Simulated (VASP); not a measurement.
**Al18H3C: single point with LDA**

The system is Al18H3C, a slab with vacuum.

```
Al C H
1.0
     5.72757    0.00000    0.00000
     4.29567    7.44032    0.00000
     0.00000    0.00000   17.67654
Al C H
18 1 3
Direct
  0.16667 0.11111 0.05657
  0.66667 0.11111 0.05657
  0.16667 0.44444 0.05657
  0.66667 0.44444 0.05657
  0.16667 0.77778 0.05657
  0.66668 0.77778 0.05657
  0.83333 0.22221 0.18885
  0.33332 0.22225 0.18884
  0.83334 0.55559 0.18884
  0.33332 0.55555 0.18886
  0.83333 0.88887 0.18884
  0.33335 0.88887 0.18884
  0.00000 0.00000 0.32103
  0.50000 0.00000 0.32103
  0.00000 0.33336 0.32109
  0.50000 0.33343 0.32132
  0.00001 0.66664 0.32107
  0.50002 0.66658 0.32128
  0.54761 0.47893 0.53380
  0.76584 0.39483 0.53616
  0.45651 0.62442 0.53595
  0.42185 0.41721 0.53607
```

| Item | Value |
| --- | --- |
| Program | VASP 6.6.1 |
| Task | single point |
| Functional | LDA |
| Potentials or basis | VASP PAW LDA potentials, release 64 (Al, C, H) |
| Cutoff | 520 eV |
| k mesh | 3 × 2 × 1 |
| Occupations | fermi-dirac, width 0.15 eV |
| Spin | no spin polarisation |

The largest force is 0.403 eV/Å.

Forces in eV/Å, atoms in the order of the input:
```
Al   0.001 -0.006  0.079
Al   0.001 -0.011  0.084
Al  -0.009  0.000  0.068
Al   0.011  0.001  0.086
Al  -0.010  0.018  0.075
Al   0.011  0.000  0.075
Al  -0.005 -0.003  0.001
Al   0.002  0.007 -0.003
Al   0.008  0.011 -0.008
Al  -0.004 -0.003  0.012
Al  -0.004 -0.005 -0.007
Al   0.000 -0.004 -0.007
Al  -0.002  0.000 -0.076
Al   0.002  0.000 -0.073
Al   0.009  0.006 -0.038
Al   0.014  0.021  0.108
Al  -0.007 -0.006 -0.056
Al  -0.009 -0.021  0.094
C    0.019 -0.006 -0.403
H    0.063 -0.051 -0.005
H   -0.022  0.061 -0.004
H   -0.069 -0.007 -0.001
```

Levels at points of the mesh, in eV from the Fermi level:
| k point | band 29 | band 30 | band 31 | band 32 | band 33 | band 34 |
| --- | --- | --- | --- | --- | --- | --- |
| (0.00, 0.00, 0.00) | -0.14 | -0.14 | -0.07 | 0.00 | 0.14 | 0.17 |
| (0.00, 0.50, 0.00) | -0.22 | -0.17 | -0.14 | -0.07 | -0.01 | 0.04 |

Wall time 5.6 min on 1 thread of Intel(R) Xeon(R) Platinum 8488C (Sapphire Rapids) (shared host), peak memory 0.65 GiB.

Caveat: the k points lie up to 0.42 Å⁻¹ apart.
